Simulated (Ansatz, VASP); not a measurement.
Co: VASP beside Ansatz

INCAR

```
PREC     = Accurate       # precision mode
ENCUT    = 600            # plane-wave cutoff, eV
EDIFF    = 1E-6           # SCF threshold, eV
ISMEAR   = -1             # smearing method
SIGMA    = 0.1            # smearing width, eV
LREAL    = F              # projectors in reciprocal space
LASPH    = T              # aspherical terms in the spheres
NELM     = 200            # most SCF steps
ALGO     = Normal         # electronic algorithm
ISIF     = 2              # what is computed and relaxed
LWAVE    = F              # write WAVECAR
LCHARG   = T              # write CHGCAR
ISPIN    = 2              # spin polarisation
MAGMOM   = 1.7 1.7        # initial moments
LORBIT   = 11             # projections on sites
LMAXMIX  = 4              # l up to which the mixer works
LELF     = T              # ELF
LVHAR    = T            
NBANDS   = 20             # bands
GGA_COMPAT= F
```

KPOINTS

```
regular mesh
0
Gamma
  18 18 10
```

Contents of POSCAR:

```
Co
1.0
    2.4281594355      0.0000000000      0.0000000000
   -1.2140797177      2.1028477556      0.0000000000
    0.0000000000      0.0000000000      3.9183680118
Co
2
Direct
    0.3333333333      0.6666666667      0.2500000000
    0.6666666667      0.3333333333      0.7500000000
```

Input for Ansatz:

```yaml
crystal:
  lattice:
    - [2.4281594355, 0.0, 0.0]
    - [-1.2140797177, 2.1028477556, 0.0]
    - [0.0, 0.0, 3.9183680118]
  atoms:
    - { symbol: Co, position: [0.3333333333, 0.6666666667, 0.25], spin: 1.7 }
    - { symbol: Co, position: [0.6666666667, 0.3333333333, 0.75], spin: 1.7 }
magnetization:
  spin_polarized: true
kpoints:
  mp_grid: { grid: [18, 18, 10] }
scf:
  occupations: { method: fermi_dirac, width: 0.1 }
hamiltonian:
  xc: lda
  pseudopotentials: { kind: paw, source: ansatz }
output:
  forces: true
  stress: true
  eigenvalues: true
  write_density: true
  write_potential: true
  elf: true
  volumetric_format: npy
```

Change from the starting cell: volume scaled by 1, PAW files, source ansatz.

Alike in both runs: task single point; functional LDA; k mesh 18 × 18 × 10; occupations fermi-dirac, width 0.1 eV; collinear spin.

|  | VASP | Ansatz |
| --- | --- | --- |
| version | VASP 6.6.1 | Ansatz 0.2.0 |
| potentials or method | VASP PAW LDA potentials, release 64 (Co) | scalar-relativistic |
| plane-wave cutoff (eV) | 600 | 900 |
| valence electrons in the cell | 18 | 34 |

Ansatz gave:

```
pressure (GPa)                                                : -0.2
traceless stress, the component that is largest in VASP (GPa) : -0.02
net moment per atom (μB)                                      : 1.48
size of the moment on the site where the two differ most (μB) : 1.53
```

Task: What did VASP give for the same quantities?

Result: Pressure (GPa): -1.7; traceless stress, the component that is largest in VASP (GPa): -0.28; net moment per atom (μB): 1.43; size of the moment on the site where the two differ most (μB): 1.43.

LDA's correlation is that of Perdew and Zunger in VASP and of Perdew and Wang (1992) in Ansatz. Site moments also hang on the region over which each program counts them. VASP's potentials hold 18 valence electrons a cell and Ansatz's 34, so a difference there can come from the potentials and not from the codes.
